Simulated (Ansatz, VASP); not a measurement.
# One calculation of CdS, two programs

```xyz
2
Lattice="0.0000 2.9629 2.9629 2.9629 0.0000 2.9629 2.9629 2.9629 0.0000" Properties=species:S:1:pos:R:3 pbc="T T T"
Cd    0.0000    0.0000    0.0000
S     1.4814    1.4814    1.4814
```

Alike in both runs: functional PBE; k mesh 8 × 8 × 8; occupations gaussian, width 0.02 eV; no spin polarisation.

Ansatz relaxed the structure, and its values are those at the end. VASP's run is a single point on that final structure, the one shown.

```csv
,VASP,Ansatz
version,VASP 6.6.1,Ansatz 0.2.0
potentials or method,"VASP PAW PBE potentials, release 64 (Cd, S), cutoff 520 eV","scalar-relativistic, plane waves, PAW"
valence electrons in the cell,18,26
```

VASP gave:

* gap on the k mesh at the Fermi level (eV): 1.04
* least direct gap on the mesh (eV): 1.04
* pressure (GPa): 0.3

Problem. What did Ansatz give for the same quantities?

Solution. gap on the k mesh at the Fermi level (eV): 1.04; least direct gap on the mesh (eV): 1.04; pressure (GPa): 0.0.

With one functional, cell and mesh, what is left measures potentials, basis and numerics. VASP's potentials hold 18 valence electrons a cell and Ansatz's 26, so a difference there can come from the potentials and not from the codes.
